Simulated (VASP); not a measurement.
Write the native input for VASP 6.6.1 that does the following.

```yaml
Task: relaxation of cell and atoms
Functional: PBE
Potentials_or_basis: VASP PAW PBE potentials, release 64 (Be, Te, S)
Cutoff: 600 eV
k_mesh: 3 × 3 × 3
Occupations: gaussian, width 0.15 eV
Spin: no spin polarisation
Dipole_correction: no
Further_INCAR_settings: ALGO = Normal; EDIFF = 1e-07; IBRION = 2; EDIFFG = -0.08; NSW = 36; ISIF = 3
```

The structure of BeTeS4 lies in POSCAR:

```
BeTeS4
1.0
    0.0000000000      4.1252634500      4.1252634500
    4.1252634500      0.0000000000      4.1252634500
    4.1252634500      4.1252634500      0.0000000000
Be Te S
1 1 4
Direct
    0.7500000000      0.7500000000      0.7500000000
    0.2500000000      0.2500000000      0.2500000000
    0.8565202400      0.4304392900      0.8565202400
    0.8565202400      0.8565202400      0.4304392900
    0.8565202400      0.8565202400      0.8565202400
    0.4304392900      0.8565202400      0.8565202400
```

The cell was built from a structure type or drawn by symmetry, and may not be a known phase.

These files were run (other wordings do the same):

INCAR

```
PREC = Accurate ; ENCUT = 600
EDIFF = 1E-7 ; ISMEAR = 0
SIGMA = 0.15 ; LREAL = F
LASPH = T ; NELM = 120
ALGO = Normal ; ISIF = 3
LWAVE = F ; LCHARG = F
GGA = PE ; IBRION = 2
NSW = 36 ; EDIFFG = -0.08
GGA_COMPAT = F ; NELMIN = 4
```

KPOINTS

```
Automatic mesh
0
Gamma
  3 3 3
```

Potentials or basis: VASP PAW PBE potentials, release 64 (Be, Te, S).

The run is started by

```bash
$ cat potpaw_PBE.64/Be/POTCAR potpaw_PBE.64/Te/POTCAR potpaw_PBE.64/S/POTCAR > POTCAR
$ mpirun -np 1 vasp_std > vasp.out
```

It gave:

| Quantity | Value |
| --- | --- |
| Relaxed volume | 23.59 Å³/atom |
| Relaxed cell | a = 5.850 Å, b = 5.850 Å, c = 5.850 Å, α = 60.00°, β = 60.00°, γ = 60.00° |
| Space group after relaxing (to 0.1 Å) | F-43m (No. 216) |
| Energy gained by relaxing | 1825.8 meV/atom |
| Ionic steps | 12 |
| Pressure after relaxing | 0.5 GPa |
| Largest force after relaxing | 0.042 eV/Å |
| Band gap on the k mesh | zero (bands 16 and 17 overlap by 0.85 eV) |

Caveat: the k points lie up to 0.44 Å⁻¹ apart in the final cell, too coarse for converged energies and pressures of a metal; spin-orbit coupling is left out, which moves the levels of the heavy elements; the relaxation stopped at a loose force limit of 0.08 eV/Å, so its end isn't a converged minimum.

It took 2.4 min on 1 thread of Intel(R) Xeon(R) 6975P-C (Granite Rapids) (shared host), peak memory 0.34 GiB.
